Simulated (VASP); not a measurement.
# In (Im-3m) in VASP: a series of runs

Runs on In. Level: r2SCAN. Tasks: single point.

All numbers are computed with VASP 6.6.1; they aren't measurements. Logs are shortened: lines on timing, memory, paths and dates and some standing lists are left out, and cuts for length are marked.

**1. The cell of the first run**

The structure is cubic, space group Im-3m (No. 229). Conventional cell: a = 3.714 Å, b = 3.714 Å, c = 3.714 Å, α = 90.00°, β = 90.00°, γ = 90.00°. In (site symmetry m-3m) has 14 In at 3.22 to 3.71 Å within 4.2 Å.

**2. Single point, r2SCAN (volume scaled by 0.96)**

POSCAR

```
In
1.0
   -1.8570825908      1.8570825908      1.8570825908
    1.8570825908     -1.8570825908      1.8570825908
    1.8570825908      1.8570825908     -1.8570825908
In
1
Direct
    0.0000000000      0.0000000000      0.0000000000
```

INCAR.step1

```
PREC = Accurate ; ENCUT = 550
ISMEAR = -1 ; SIGMA = 0.05
LREAL = False ; LASPH = True
NELM = 120 ; NBANDS = 12
GGA = PE ; ALGO = Normal
EDIFF = 1E-5 ; LWAVE = True
LCHARG = False ; GGA_COMPAT = False
```

INCAR.step2

```
PREC = Accurate ; ENCUT = 550
EDIFF = 1E-6 ; ISMEAR = -1
SIGMA = 0.05 ; LREAL = False
LASPH = True ; NELM = 120
ALGO = Normal ; ISIF = 2
LWAVE = False ; LCHARG = False
METAGGA = R2SCAN ; LMIXTAU = True
NBANDS = 12 ; ISTART = 1
GGA_COMPAT = False
```

KPOINTS

```
regular mesh
0
Gamma
  10 10 10
```

Potentials or basis: VASP PAW PBE potentials, release 64 (In_d).

On the command line:

```
> cat potpaw_PBE.64/In_d/POTCAR > POTCAR
> cp INCAR.step1 INCAR
> mpirun -np 1 vasp_std > vasp.out
> cp INCAR.step2 INCAR
> mpirun -np 1 vasp_std > vasp.out
```

OUTCAR:

```text
PREC = Accurate
   ENCUT = 550
   EDIFF = 1E-6
   ISMEAR = -1
   LREAL = False
   LASPH = True
   NELM = 120
   ISIF = 2
   METAGGA = R2SCAN
   ISTART = 1

 ion  position               nearest neighbor table
   1  0.000  0.000  0.000-

  LATTYP: Found a body centered cubic cell.
 ALAT       =     3.7141651816

  Lattice vectors:

 A1 = (  -1.8570825908,   1.8570825908,   1.8570825908)
 A2 = (   1.8570825908,  -1.8570825908,   1.8570825908)
 A3 = (   1.8570825908,   1.8570825908,  -1.8570825908)

Analysis of symmetry for initial positions (statically):
=====================================================================
 Subroutine PRICEL returns:
 Original cell was already a primitive cell.

 Routine SETGRP: Setting up the symmetry group for a
 body centered cubic supercell.

 Subroutine GETGRP returns: Found 48 space group operations
 (whereof 48 operations were pure point group operations)
 out of a pool of 48 trial point group operations.

The static configuration has the point symmetry O_h .

Analysis of symmetry for dynamics (positions and initial velocities):
=====================================================================
 Subroutine PRICEL returns:
 Original cell was already a primitive cell.

 Routine SETGRP: Setting up the symmetry group for a
 body centered cubic supercell.

 Subroutine GETGRP returns: Found 48 space group operations
 (whereof 48 operations were pure point group operations)
 out of a pool of 48 trial point group operations.

The dynamic configuration has the point symmetry O_h .

 Subroutine INISYM returns: Found 48 space group operations
 (whereof 48 operations are pure point group operations),
 and found     1 'primitive' translations

----------------------------------------------------------------------------------------

                                     Primitive cell

  volume of cell :      25.6185

  direct lattice vectors                    reciprocal lattice vectors
    -1.857082591  1.857082591  1.857082591     0.000000000  0.269239506  0.269239506
     1.857082591 -1.857082591  1.857082591     0.269239506  0.000000000  0.269239506
     1.857082591  1.857082591 -1.857082591     0.269239506  0.269239506  0.000000000

  length of vectors
     3.216561401  3.216561401  3.216561401     0.380762161  0.380762161  0.380762161

[... 77 lines left out ...]
   NELM   =    120;   NELMIN=  2; NELMDL=  0     # of ELM steps
   EDIFF  = 0.1E-05   stopping-criterion for ELM
   LREAL  =      F    real-space projection
   EDIFFG = 0.1E-04   stopping-criterion for IOM
   NSW    =      0    number of steps for IOM
   IBRION =     -1    ionic relax: 0-MD 1-quasi-New 2-CG
   NFREE  =      0    steps in history (QN), initial steepest desc. (CG)
   ISIF   =      2    stress and relaxation
   ISYM   =      2    0-nonsym 1-usesym 2-fastsym
   POTIM  = 0.5000    time-step for ionic-motion
   TEBEG  =    0.0;   TEEND  =   0.0 temperature during run
   PSTRESS=    0.0 pullay stress
   NELECT =      13.0000    total number of electrons
   NUPDOWN=      -1.0000    fix difference up-down
   EMIN   =  10.00;   EMAX   =-10.00  energy-range for DOS
   EFERMI =   0.00;   METHOD = LEGACY
   ISMEAR =    -1;   SIGMA  =   0.05  broadening in eV -4-tet -1-fermi 0-gaus
   EFERMI_NEDOS =   21; number of points for ismear=-14 and -15
   IALGO  =     38    algorithm
   IMIX   =      4    mixing-type and parameters
     AMIX     =   0.40;   BMIX     =  1.00
     AMIX_MAG =   1.60;   BMIX_MAG =  1.00
  volume/ion in A,a.u.               =      25.62       172.88
  Fermi-wavevector in a.u.,A,eV,Ry     =   1.305784  2.467574 23.198917  1.705072
  Thomas-Fermi vector in A             =   2.436630
   LORBIT       =      0    0 simple, 1 ext, 2 COOP (PROOUT), +10 PAW based schemes
   METAGGA = R2SCAN    functional components
   LHFCALC =     F    Hartree Fock is set to
   AEXX    =    0.0000 exact exchange contribution
   IVDW    =     0    specifies the selected vdW correction
   LEPSILON=     F    determine dielectric tensor
   LRPA    =     F    only Hartree local field effects (RPA)
 non-spin polarized calculation
  energy-cutoff  :      550.00
  volume of cell :       25.62
 maximum number of plane-waves:       767
 NGX is ok and might be reduce to    28
   NGX = 13   NGY = 13   NGZ = 13

 number of electron      12.9999999 magnetization

 Free energy of the ion-electron system (eV)
  ---------------------------------------------------
  ext. energy  EPLUGINS =         0.00000000
  ---------------------------------------------------
  free energy    TOTEN  =       -22.55329209 eV

  energy without entropy =      -22.54905885  energy(sigma->0) =      -22.55117547

 E-fermi :   7.6694     XC(G=0): -11.2014

 val. band max:        7.5993116353   @ k =   0.3000   0.3000   0.0000
 cond. band min:       7.7099559396   @ k =  -0.4000   0.4000   0.2000
 fundamental gap:      0.1106443043
 Fermi energy:         7.6694042358

 k-point     1 :       0.0000    0.0000    0.0000
  band No.  band energies     occupation
      1      -7.5846      2.00000
      2      -7.5846      2.00000
      3      -7.5846      2.00000
      4      -7.2715      2.00000
      5      -7.2715      2.00000
      6      -2.4570      2.00000
      7      19.7436      0.00000
      8      19.7436      0.00000
      9      19.7436      0.00000
     10      21.5645      0.00000
     11      21.5645      0.00000
     12      21.5645      0.00000
[... 331 lines left out ...]
 k-point    24 :      -0.3000    0.3000    0.1000
  band No.  band energies     occupation
      1      -7.6189      2.00000
      2      -7.5496      2.00000
      3      -7.3537      2.00000
      4      -7.2895      2.00000
      5      -7.2680      2.00000
      6       0.0795      2.00000
      7      10.2137      0.00000
      8      14.3011      0.00000
      9      15.6195      0.00000
     10      19.4923      0.00000
     11      20.3390      0.00000
     12      21.3800      0.00000

 [... further k-points ...]
[... 5 lines left out ...]
  --------------------------------------------------------------------------------------
  -------------------------------------------------------------------------------------
  Total        0.2526695      0.2526695      0.2526695      0.0000000      0.0000000     -0.0000000
  in kB       15.8019157     15.8019157     15.8019157      0.0000000      0.0000000     -0.0000000
  external PRESSURE =      15.8019157 kB  Pullay stress =       0.0000000 kB

 VOLUME and BASIS-vectors are now :
 -----------------------------------------------------------------------------
  energy-cutoff  :      550.00
  volume of cell :       25.62
      direct lattice vectors                 reciprocal lattice vectors
    -1.857082591  1.857082591  1.857082591     0.000000000  0.269239506  0.269239506
     1.857082591 -1.857082591  1.857082591     0.269239506  0.000000000  0.269239506
     1.857082591  1.857082591 -1.857082591     0.269239506  0.269239506  0.000000000

 POSITION                                       TOTAL-FORCE (eV/Angst)
 -----------------------------------------------------------------------------------
      0.00000      0.00000      0.00000        -0.000000     -0.000000     -0.000000
 -----------------------------------------------------------------------------------
    total drift:                               -0.000000     -0.000000     -0.000000

  FREE ENERGIE OF THE ION-ELECTRON SYSTEM (eV)
  ---------------------------------------------------
  free  energy   TOTEN  =       -22.5532920893 eV

  energy  without entropy=      -22.5490588493  energy(sigma->0) =      -22.55117547
```

Wall time 51 s (1 thread of Intel Xeon 6975P-C, shared host); peak memory 0.17 GiB.

What came out:

| Quantity | Value |
| --- | --- |
| Free energy | -22.5533 eV |
| Pressure | 1.6 GPa |

Caveat: the PAW data sets were made with another functional, which shifts forces and pressure a little; spin-orbit coupling is left out, which moves the levels of the heavy elements.

**3. Single point, r2SCAN (volume scaled by 1.06)**

POSCAR

```
In
1.0
   -1.9194468732      1.9194468732      1.9194468732
    1.9194468732     -1.9194468732      1.9194468732
    1.9194468732      1.9194468732     -1.9194468732
In
1
Direct
    0.0000000000      0.0000000000      0.0000000000
```

INCAR.step1

```
SYSTEM = In
PREC = Accurate
ENCUT = 550
ISMEAR = -1
SIGMA = 0.05
LREAL = .False.
LASPH = .True.
NELM = 120
NBANDS = 12
GGA = PE
ALGO = Normal
EDIFF = 1E-5
LWAVE = .True.
LCHARG = .False.
GGA_COMPAT = .False.
```

INCAR.step2

```
SYSTEM = In
PREC = Accurate
ENCUT = 550
EDIFF = 1E-6
ISMEAR = -1
SIGMA = 0.05
LREAL = .False.
LASPH = .True.
NELM = 120
ALGO = Normal
ISIF = 2
LWAVE = .False.
LCHARG = .True.
METAGGA = R2SCAN
LMIXTAU = .True.
LELF = .True.
LVHAR = .True.
NBANDS = 12
ISTART = 1
GGA_COMPAT = .False.
```

KPOINTS

```
regular mesh
0
Gamma
  10 10 10
  0 0 0
```

Potentials or basis: VASP PAW PBE potentials, release 64 (In_d).

On the command line:

```
> cat potpaw_PBE.64/In_d/POTCAR > POTCAR
> cp INCAR.step1 INCAR
> mpirun -np 1 vasp_std > vasp.out
> cp INCAR.step2 INCAR
> mpirun -np 1 vasp_std > vasp.out
```

Run time: 60 s. Hardware: 1 thread of Intel Xeon 6975P-C, shared host; peak memory 0.17 GiB.

Results (log left out):

* Free energy: -22.5478 eV
* Pressure: -2.0 GPa

Levels at points of the mesh, in eV from the Fermi level:
| k point | band 2 | band 3 | band 4 | band 5 | band 6 | band 7 | band 8 | band 9 | band 10 | band 11 |
| --- | --- | --- | --- | --- | --- | --- | --- | --- | --- | --- |
| (0.00, 0.00, 0.00) | -15.13 | -15.13 | -14.89 | -14.89 | -9.41 | 10.92 | 10.92 | 10.92 | 13.61 | 13.61 |
| (0.50, 0.00, 0.00) | -15.16 | -14.91 | -14.90 | -14.74 | -3.98 | -3.00 | 5.88 | 7.57 | 10.17 | 10.26 |
| (0.50, 0.50, 0.50) | -15.21 | -14.78 | -14.78 | -14.78 | 0.81 | 1.32 | 1.32 | 1.32 | 5.54 | 5.54 |

Caveat: the PAW data sets were made with another functional, which shifts forces and pressure a little; spin-orbit coupling is left out, which moves the levels of the heavy elements.
